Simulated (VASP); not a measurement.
Here is a VASP 6.6.1 calculation.

INCAR

```
PREC = Accurate
ENCUT = 520
EDIFF = 1E-6
ISMEAR = 0
SIGMA = 0.05
LREAL = False
LASPH = True
NELM = 80
ALGO = Normal
ISIF = 2
LWAVE = False
LCHARG = False
GGA = PS
NBANDS = 16
```

KPOINTS

```
regular mesh
0
Gamma
  12 12 4
```

POSCAR

```
BN
1.0
    2.6873556193      0.0000000000      0.0000000000
   -1.3436778097      2.3273182353      0.0000000000
    0.0000000000      0.0000000000      6.6923216988
B N
2 2
Direct
    0.3333333333      0.6666666667      0.2500000000
    0.6666666667      0.3333333333      0.7500000000
    0.3333333333      0.6666666667      0.7500000000
    0.6666666667      0.3333333333      0.2500000000
```

Potentials or basis: VASP PAW PBE potentials, release 64 (B, N).

Launch:

```console
$ cat potpaw_PBE.64/B/POTCAR potpaw_PBE.64/N/POTCAR > POTCAR
$ mpirun -np 1 vasp_std > vasp.out
```

**Question.** Predict the band gap on the k mesh.

**Answer.** 3.79 eV, indirect (least direct gap 4.05 eV).

**Question.** Estimate the pressure.

**Answer.** -36.6 GPa.

Stress tensor (GPa, compression positive):
```
-54.99   0.00   0.00
  0.00 -54.99   0.00
  0.00   0.00   0.12
```

Caveat: the PAW data sets were made with another functional, which shifts forces and pressure a little; this functional lacks dispersion, which binds the layers, so the pressure and a relaxed spacing across them are unreliable. A k mesh can miss the band edges.
